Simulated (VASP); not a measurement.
Wanted: the native input for a VASP 6.6.1 run.

```yaml
Task: single point
Functional: r2SCAN
Potentials_or_basis: VASP PAW PBE potentials, release 64 (Cd, F)
Cutoff: 520 eV
k_mesh: 8 × 8 × 8
Occupations: gaussian, width 0.01 eV
Spin: no spin polarisation
Dipole_correction: no
Further_INCAR_settings: ALGO = Normal; EDIFF = 1e-06; NBANDS = 20
```

Crystal: CdF2.

```xyz
3
Lattice="0.0000 2.6826 2.6826 2.6826 0.0000 2.6826 2.6826 2.6826 0.0000" Properties=species:S:1:pos:R:3 pbc="T T T"
Cd    0.0000    0.0000    0.0000
F     1.3413    1.3413    1.3413
F     4.0239    4.0239    4.0239
```

One way to write it, as run:

POSCAR

```
CdF2
1.0
    0.0000000000      2.6825809990      2.6825809990
    2.6825809990      0.0000000000      2.6825809990
    2.6825809990      2.6825809990      0.0000000000
Cd F
1 2
Direct
    0.0000000000      0.0000000000      0.0000000000
    0.2500000000      0.2500000000      0.2500000000
    0.7500000000      0.7500000000      0.7500000000
```

INCAR.step1

```
SYSTEM = CdF2
PREC = Accurate
ENCUT = 520
ISMEAR = 0
SIGMA = 0.01
LREAL = .False.
LASPH = .True.
NELM = 60
NBANDS = 20
GGA = PE
ALGO = Normal
EDIFF = 1E-4
LWAVE = .True.
LCHARG = .False.
```

INCAR.step2

```
SYSTEM = CdF2
PREC = Accurate
ENCUT = 520
EDIFF = 1E-6
ISMEAR = 0
SIGMA = 0.01
LREAL = .False.
LASPH = .True.
NELM = 60
ALGO = Normal
ISIF = 2
LWAVE = .False.
LCHARG = .False.
METAGGA = R2SCAN
LMIXTAU = .True.
NBANDS = 20
ISTART = 1
```

KPOINTS

```
regular mesh
0
Gamma
  8 8 8
  0 0 0
```

Potentials or basis: VASP PAW PBE potentials, release 64 (Cd, F).

The run is started by

```console
$ cat potpaw_PBE.64/Cd/POTCAR potpaw_PBE.64/F/POTCAR > POTCAR
$ cp INCAR.step1 INCAR
$ mpirun -np 1 vasp_std > vasp.out
$ cp INCAR.step2 INCAR
$ mpirun -np 1 vasp_std > vasp.out
```

It gave:

```
Pressure               : 2.6 GPa
Band gap on the k mesh : 3.80 eV (least direct gap 4.28 eV)
```

Caveat: the PAW data sets were made with another functional, which shifts forces and pressure a little.

Wall time 3.3 min on 1 thread of Intel Xeon 8259CL, on a shared host, peak memory 0.17 GiB.
